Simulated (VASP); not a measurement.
I, 1 atom in the cell. The structure is monoclinic, space group C2/m (No. 12). Conventional cell: a = 4.735 Å, b = 7.269 Å, c = 2.938 Å, α = 90.00°, β = 127.97°, γ = 90.00°. I (site symmetry 2/m) has 4 I at 2.94 to 3.73 Å within 3.9 Å. 

| Property | Result |
| --- | --- |
| Program | VASP 6.6.1 |
| Task | relaxation of cell and atoms |
| Functional | PBEsol |
| Potentials or basis | VASP PAW PBE potentials, release 64 (I) |
| Cutoff | 600 eV |
| k mesh | 12 × 12 × 18 |
| Occupations | gaussian, width 0.1 eV |
| Spin | no spin polarisation |
| Dipole correction | no |
| Further INCAR settings | ALGO = Normal; EDIFF = 1e-06; IBRION = 2; EDIFFG = -0.005; NSW = 70; ISIF = 3 |

Potentials or basis: VASP PAW PBE potentials, release 64 (I).

Command:

```console
$ cat potpaw_PBE.64/I/POTCAR > POTCAR
$ mpirun -np 1 vasp_std > vasp.out
```

Hardware: 1 thread of AMD EPYC 9R45 96-Core Processor (Zen 5), on a shared host.

**Question.** How long does it take, and how much memory?

**Answer.** It took 11 min on 1 thread of AMD EPYC 9R45 96-Core Processor (Zen 5), on a shared host, peak memory 0.37 GiB. Counts: scf iterations 70, k points 710, ion steps 14.
